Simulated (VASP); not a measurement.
# HfO2: single point with r2SCAN

Crystal: HfO2.

```
CELL_PARAMETERS angstrom
3.57682 0.00000 0.00000
0.00000 3.57682 0.00000
0.00000 0.00000 5.88526
ATOMIC_POSITIONS crystal
Hf 0.50000 0.50000 0.50000
Hf 0.00000 0.00000 0.00000
O 0.00000 0.50000 0.69616
O 0.50000 0.00000 0.80384
O 0.50000 0.00000 0.30384
O 0.00000 0.50000 0.19616
```

This cell differs from its parent crystal: strain +0.1312 x Voigt [0, 0, 1, 0, 0, 0].

```json
{"Program": "VASP 6.6.1", "Task": "single point", "Functional": "r2SCAN", "Potentials or basis": "VASP PAW PBE potentials, release 64 (Hf_pv, O)", "Cutoff": "520 eV", "k mesh": "6 × 6 × 6", "Occupations": "gaussian, width 0.05 eV", "Spin": "no spin polarisation"}
```

```
Pressure               : -25.1 GPa
Largest force          : 1.521 eV/Å
Band gap on the k mesh : 4.36 eV, indirect (least direct gap 4.38 eV)
```

Forces on the atoms (eV/Å):
```
Hf   0.000  0.000  0.000
Hf   0.000  0.000  0.000
O    0.000  0.000 -1.521
O    0.000  0.000  1.521
O    0.000  0.000  1.521
O    0.000  0.000 -1.521
```

Stress tensor (GPa, compression positive):
```
-14.06   0.00   0.00
  0.00 -14.06   0.00
  0.00   0.00 -47.14
```

Levels at points of the mesh, in eV from the valence-band top:
| k point | band 19 | band 20 | band 21 | band 22 | band 23 | band 24 | band 25 | band 26 |
| --- | --- | --- | --- | --- | --- | --- | --- | --- |
| (0.00, 0.00, 0.00) | -1.55 | -1.30 | -0.02 | -0.02 | 4.36 | 4.62 | 4.89 | 5.52 |
| (0.50, 0.00, 0.00) | -1.69 | -1.69 | -1.02 | -1.02 | 5.06 | 5.06 | 5.44 | 5.44 |
| (0.50, 0.50, 0.00) | -0.79 | -0.79 | -0.72 | -0.72 | 4.97 | 4.97 | 5.90 | 5.90 |
| (0.00, 0.00, 0.50) | -1.07 | -1.07 | 0.00 | 0.00 | 4.90 | 4.90 | 5.21 | 5.21 |
| (0.50, 0.00, 0.50) | -1.62 | -1.62 | -1.18 | -1.18 | 4.94 | 4.94 | 5.02 | 5.02 |
| (0.50, 0.50, 0.50) | -1.20 | -1.20 | -0.09 | -0.09 | 5.23 | 5.23 | 5.85 | 5.85 |

Run time: 6.2 min on 1 thread of Intel(R) Xeon(R) Platinum 8259CL CPU @ 2.50GHz (Skylake/Cascade Lake), on a shared host, peak memory 0.24 GiB.

Caveat: the cell differs from its parent crystal (strain +0.1312 x Voigt [0, 0, 1, 0, 0, 0]); the PAW data sets were made with another functional, which shifts forces and pressure a little; spin-orbit coupling is left out, which moves the levels of the heavy elements. A k mesh can miss the band edges.
